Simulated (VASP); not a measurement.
Crystal: Li.

```xyz
1
Lattice="1.2411 -1.9929 0.0000 1.2411 1.9929 0.0000 0.0000 0.0000 4.0098" Properties=species:S:1:pos:R:3 pbc="T T T"
Li    0.0000    0.0000    2.0049
```

The cell was generated, and may not be a known phase.

- Program: VASP 6.6.1
- Task: relaxation of cell and atoms
- Functional: PBE
- Potentials or basis: VASP PAW PBE potentials, release 64 (Li_sv)
- Cutoff: 600 eV
- k mesh: 8 × 8 × 4
- Occupations: gaussian, width 0.1 eV
- Spin: no spin polarisation

At the start: pressure 10.1 GPa; volume 19.84 Å³/atom.

Question: How do energy, volume and symmetry change on relaxing?

Answer: Over 10 steps the energy falls by 788.0 meV/atom and the volume is 18.85 Å³/atom (-5.0 %); space group Cmmm (No. 65, to 0.1 Å) before and after.

Step by step:
```tsv
step	energy change (eV)	largest force (eV/Å)	pressure (GPa)	volume (Å³)
1	0.0000	0.0000	10.14	19.84
2	-0.3929	0.0000	3.11	23.49
3	-0.5364	0.0000	-1.57	27.13
4	-0.5440	0.0000	-2.43	27.95
5	-0.6073	0.0000	-2.84	26.28
6	-0.7690	0.0000	-2.36	21.24
7	-0.7697	0.0000	-2.16	20.78
8	-0.7871	0.0000	0.25	18.59
9	-0.7871	0.0000	0.13	18.68
10	-0.7880	0.0000	0.04	18.85
```

Final structure:
```xyz
1
Lattice="1.4629 -2.4291 0.0000 1.4629 2.4291 0.0000 0.0000 0.0000 2.6526" Properties=species:S:1:pos:R:3 pbc="T T T"
Li    1.4629   -2.4291    1.3263
```

Caveat: the k points lie up to 0.59 Å⁻¹ apart in the final cell, too coarse for converged energies and pressures of a metal; the cutoff is under 1.25 times the usual one of these potentials, so pressure, stress and relaxed cells hold a basis-set (Pulay) error; a cell axis changed by over 15 % at a fixed basis, so the end point is rough.
